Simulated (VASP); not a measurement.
# CoPtO2 (R-3m) in VASP: notebook

The runs below take CoPtO2 through single point, with PBE, LDA.

Program: VASP 6.6.1. These are calculated values, not measurements. Logs are shortened: lines on timing, memory, paths and dates and some standing lists are left out, and cuts for length are marked.

### 1 The cell of the first run

The structure is trigonal, space group R-3m (No. 166). Conventional cell: a = 2.855 Å, b = 2.855 Å, c = 17.883 Å, α = 90.00°, β = 90.00°, γ = 120.00°. Co (site symmetry -3m) has 6 O at 1.91 Å within 2.5 Å. Within 2.7 Å of Pt (site symmetry -3m) lie 2 O at 2.01 Å. O (site symmetry 3m) has 3 Co at 1.91 Å and 1 Pt at 2.01 Å within 2.5 Å.

### 2 Single point, PBE

File INCAR:

```
SYSTEM = CoPtO2
  PREC = Accurate
  ENCUT = 520
  EDIFF = 1E-6
  ISMEAR = 0
  SIGMA = 0.1
  LREAL = .False.
  LASPH = .True.
  NELM = 100
  ALGO = Normal
  ISIF = 2
  LWAVE = .False.
  LCHARG = .False.
  GGA = PE
  NBANDS = 24
```

File KPOINTS:

```
regular mesh
0
Gamma
  18 18 18
  0 0 0
```

File POSCAR:

```
CoPtO2
1.0
    1.4273949777      0.8241068746      5.9610846707
   -1.4273949777      0.8241068746      5.9610846707
    0.0000000000     -1.6482137492      5.9610846707
Co Pt O
1 1 2
Direct
    0.5000000000      0.5000000000      0.5000000000
    0.0000000000      0.0000000000      0.0000000000
    0.8876528273      0.8876528273      0.8876528273
    0.1123471727      0.1123471727      0.1123471727
```

Potentials or basis: VASP PAW PBE potentials, release 64 (Co, Pt, O).

Run with:

```console
> cat potpaw_PBE.64/Co/POTCAR potpaw_PBE.64/Pt/POTCAR potpaw_PBE.64/O/POTCAR > POTCAR
> mpirun -np 1 vasp_std > vasp.out
```

OUTCAR:

```text
SYSTEM = CoPtO2
   PREC = Accurate
   ENCUT = 520
   EDIFF = 1E-6
   ISMEAR = 0
   LREAL = .False.
   LASPH = .True.
   NELM = 100
   ISIF = 2
   GGA = PE

 ion  position               nearest neighbor table
   1  0.500  0.500  0.500-   4 1.91   3 1.91   4 1.91   4 1.91   3 1.91   3 1.91
   2  0.000  0.000  0.000-   3 2.01   4 2.01
   3  0.888  0.888  0.888-   1 1.91   1 1.91   1 1.91   2 2.01
   4  0.112  0.112  0.112-   1 1.91   1 1.91   1 1.91   2 2.01

  LATTYP: Found a trigonal (rhomboedric) cell.
 ALAT       =     6.1847505216
 COS(alpha) =     0.8934695031

  Lattice vectors:

 A1 = (   1.4273949777,   0.8241068746,   5.9610846707)
 A2 = (  -1.4273949777,   0.8241068746,   5.9610846707)
 A3 = (   0.0000000000,  -1.6482137492,   5.9610846707)

Analysis of symmetry for initial positions (statically):
=====================================================================
 Subroutine PRICEL returns:
 Original cell was already a primitive cell.

 Routine SETGRP: Setting up the symmetry group for a
 trigonal (rhombohedral) supercell.

 Subroutine GETGRP returns: Found 12 space group operations
 (whereof 12 operations were pure point group operations)
 out of a pool of 12 trial point group operations.

The static configuration has the point symmetry D_3d.

Analysis of symmetry for dynamics (positions and initial velocities):
=====================================================================
 Subroutine PRICEL returns:
 Original cell was already a primitive cell.

 Routine SETGRP: Setting up the symmetry group for a
 trigonal (rhombohedral) supercell.

 Subroutine GETGRP returns: Found 12 space group operations
 (whereof 12 operations were pure point group operations)
 out of a pool of 12 trial point group operations.

The dynamic configuration has the point symmetry D_3d.

 Subroutine INISYM returns: Found 12 space group operations
 (whereof 12 operations are pure point group operations),
 and found     1 'primitive' translations

----------------------------------------------------------------------------------------

                                     Primitive cell

  volume of cell :      42.0731

  direct lattice vectors                    reciprocal lattice vectors
     1.427394978  0.824106875  5.961084671     0.350288468  0.202239141  0.055918235
    -1.427394978  0.824106875  5.961084671    -0.350288468  0.202239141  0.055918235
     0.000000000 -1.648213749  5.961084671     0.000000000 -0.404478283  0.055918235

  length of vectors
[... 82 lines left out ...]
   LSORBIT =      F    spin-orbit coupling
   LASPH  =      T    aspherical Exc in radial PAW
   ENCUT  =  520.0 eV  38.22 Ry    6.18 a.u.  11.50 11.50 11.50*2*pi/ulx,y,z
   NELM   =    100;   NELMIN=  2; NELMDL= -5     # of ELM steps
   EDIFF  = 0.1E-05   stopping-criterion for ELM
   LREAL  =      F    real-space projection
   EDIFFG = 0.1E-04   stopping-criterion for IOM
   NSW    =      0    number of steps for IOM
   IBRION =     -1    ionic relax: 0-MD 1-quasi-New 2-CG
   NFREE  =      0    steps in history (QN), initial steepest desc. (CG)
   ISIF   =      2    stress and relaxation
   ISYM   =      2    0-nonsym 1-usesym 2-fastsym
   POTIM  = 0.5000    time-step for ionic-motion
   TEBEG  =    0.0;   TEEND  =   0.0 temperature during run
   PSTRESS=    0.0 pullay stress
   NELECT =      31.0000    total number of electrons
   NUPDOWN=      -1.0000    fix difference up-down
   EMIN   =  10.00;   EMAX   =-10.00  energy-range for DOS
   EFERMI =   0.00;   METHOD = LEGACY
   ISMEAR =     0;   SIGMA  =   0.10  broadening in eV -4-tet -1-fermi 0-gaus
   EFERMI_NEDOS =   21; number of points for ismear=-14 and -15
   IALGO  =     38    algorithm
   IMIX   =      4    mixing-type and parameters
     AMIX     =   0.40;   BMIX     =  1.00
     AMIX_MAG =   1.60;   BMIX_MAG =  1.00
  volume/ion in A,a.u.               =      10.52        70.98
  Fermi-wavevector in a.u.,A,eV,Ry     =   1.478634  2.794213 29.747208  2.186358
  Thomas-Fermi vector in A             =   2.592891
   LORBIT       =      0    0 simple, 1 ext, 2 COOP (PROOUT), +10 PAW based schemes
   GGA     = PE    functional components
   LHFCALC =     F    Hartree Fock is set to
   AEXX    =    0.0000 exact exchange contribution
   IVDW    =     0    specifies the selected vdW correction
   LEPSILON=     F    determine dielectric tensor
   LRPA    =     F    only Hartree local field effects (RPA)
 non-spin polarized calculation
 Gauss-broadening in eV      SIGMA  =   0.10
  energy-cutoff  :      520.00
  volume of cell :       42.07
 maximum number of plane-waves:      1150
 NGX is ok and might be reduce to    48
   NGX = 23   NGY = 23   NGZ = 23

 number of electron      30.9999998 magnetization

 Free energy of the ion-electron system (eV)
  ---------------------------------------------------
  ext. energy  EPLUGINS =         0.00000000
  ---------------------------------------------------
  free energy    TOTEN  =       -26.45567416 eV

  energy without entropy =      -26.45204091  energy(sigma->0) =      -26.45385754

 E-fermi :   8.3004     XC(G=0): -12.5364

 val. band max:        8.2632760862   @ k =  -0.3333   0.5000   0.2778
 cond. band min:       8.3533122131   @ k =  -0.3333  -0.3333   0.1667
 fundamental gap:      0.0900361269
 Fermi energy:         8.3004396662

 k-point     1 :       0.0000    0.0000    0.0000
  band No.  band energies     occupation
      1     -13.0480      2.00000
      2     -11.2071      2.00000
      3      -1.0853      2.00000
      4       1.5457      2.00000
      5       1.9604      2.00000
      6       1.9604      2.00000
[... 637 lines left out ...]
     23      21.9551      0.00000
     24      22.4971      0.00000

 [... further k-points ...]
[... 5 lines left out ...]
  --------------------------------------------------------------------------------------
  -------------------------------------------------------------------------------------
  Total       -0.0000391     -0.0000391      0.1052077     -0.0000000      0.0000000      0.0000000
  in kB       -0.0014902     -0.0014902      4.0063968     -0.0000000      0.0000000      0.0000000
  external PRESSURE =       1.3344721 kB  Pullay stress =       0.0000000 kB

 VOLUME and BASIS-vectors are now :
 -----------------------------------------------------------------------------
  energy-cutoff  :      520.00
  volume of cell :       42.07
      direct lattice vectors                 reciprocal lattice vectors
     1.427394978  0.824106875  5.961084671     0.350288468  0.202239141  0.055918235
    -1.427394978  0.824106875  5.961084671    -0.350288468  0.202239141  0.055918235
     0.000000000 -1.648213749  5.961084671     0.000000000 -0.404478283  0.055918235

 POSITION                                       TOTAL-FORCE (eV/Angst)
 -----------------------------------------------------------------------------------
      0.00000      0.00000      8.94163         0.000000      0.000000      0.000000
      0.00000      0.00000      0.00000        -0.000000      0.000000      0.000000
      0.00000      0.00000     15.87412        -0.000000     -0.000000      0.018654
      0.00000      0.00000      2.00913        -0.000000      0.000000     -0.018654
 -----------------------------------------------------------------------------------
    total drift:                               -0.000000     -0.000000      0.000000

  FREE ENERGIE OF THE ION-ELECTRON SYSTEM (eV)
  ---------------------------------------------------
  free  energy   TOTEN  =       -26.4556741640 eV

  energy  without entropy=      -26.4520409070  energy(sigma->0) =      -26.45385754
```

stdout:

```text
POSCAR found type information on POSCAR CoPtO
 POSCAR found :  3 types and       4 ions
 scaLAPACK will be used
 LDA part: xc-table for (Slater+PW92), standard interpolation
 POSCAR, INCAR and KPOINTS ok, starting setup
 FFT: planning ... GRIDC
 FFT: planning ... GRID_SOFT
 FFT: planning ... GRID
 WAVECAR not read
 entering main loop
```

Wall time 21 min (1 thread of Intel Xeon 6975P-C (Granite Rapids), shared host); peak memory 0.81 GiB.

What came out:

| Property | Result |
| --- | --- |
| Free energy | -26.4557 eV |
| Pressure | 0.1 GPa |
| Largest force | 0.019 eV/Å |

Forces on the atoms (eV/Å):
```
Co   0.000  0.000  0.000
Pt   0.000  0.000  0.000
O    0.000  0.000  0.019
O    0.000  0.000 -0.019
```

Caveat: spin-orbit coupling is left out, which moves the levels of the heavy elements; an odd number of electrons without spin polarisation forces a metal; a magnetic or distorted state may lie lower; the run has no spin polarisation, though such a crystal can be magnetic; semilocal functionals often make such compounds metallic where correlation or magnetic order opens a gap, which also shifts bond lengths. With open d or f shells a metallic result of PBE can be an artefact of self-interaction; +U or a hybrid may open a gap.

### 3 Single point, LDA

File INCAR:

```
SYSTEM = CoPtO2
PREC = Accurate
ENCUT = 520
EDIFF = 1E-6
ISMEAR = 0
SIGMA = 0.1
LREAL = .FALSE.
LASPH = .TRUE.
NELM = 100
ALGO = Normal
ISIF = 2
LWAVE = .FALSE.
LCHARG = .TRUE.
GGA = CA
LELF = .TRUE.
LVHAR = .TRUE.
NBANDS = 24
```

File KPOINTS:

```
Automatic mesh
0
G
  18 18 18
  0 0 0
```

POSCAR is that of step 2.

Potentials or basis: VASP PAW LDA potentials, release 64 (Co, Pt, O).

Run with:

```console
> cat potpaw_LDA.64/Co/POTCAR potpaw_LDA.64/Pt/POTCAR potpaw_LDA.64/O/POTCAR > POTCAR
> mpirun -np 1 vasp_std > vasp.out
```

Wall time 36 min (1 thread of Intel Xeon 6975P-C, shared host); peak memory 0.76 GiB.

It converged, with:

```yaml
Free_energy: -30.7546 eV
Pressure: -16.6 GPa
Largest_force: 0.165 eV/Å
```

Forces on the atoms (eV/Å):
```
Co   0.000  0.000  0.000
Pt   0.000  0.000  0.000
O    0.000  0.000 -0.165
O    0.000  0.000  0.165
```

Stress tensor (GPa, compression positive):
```
-15.82   0.00   0.00
  0.00 -15.82   0.00
  0.00   0.00 -18.27
```

Levels at points of the mesh, in eV from the Fermi level:
| k point | band 14 | band 15 | band 16 | band 17 | band 18 | band 19 |
| --- | --- | --- | --- | --- | --- | --- |
| (0.00, 0.00, 0.00) | -1.52 | -1.52 | -1.31 | 1.82 | 1.82 | 2.74 |
| (0.50, 0.00, 0.00) | -0.82 | 0.07 | 0.94 | 1.24 | 1.26 | 2.54 |
| (0.50, 0.50, 0.00) | -0.88 | 0.07 | 0.11 | 1.68 | 2.13 | 2.55 |
| (0.50, 0.50, 0.50) | -0.69 | -0.64 | -0.64 | 1.37 | 1.37 | 3.93 |

Caveat: spin-orbit coupling is left out, which moves the levels of the heavy elements; an odd number of electrons without spin polarisation forces a metal; a magnetic or distorted state may lie lower; the run has no spin polarisation, though such a crystal can be magnetic; semilocal functionals often make such compounds metallic where correlation or magnetic order opens a gap, which also shifts bond lengths.
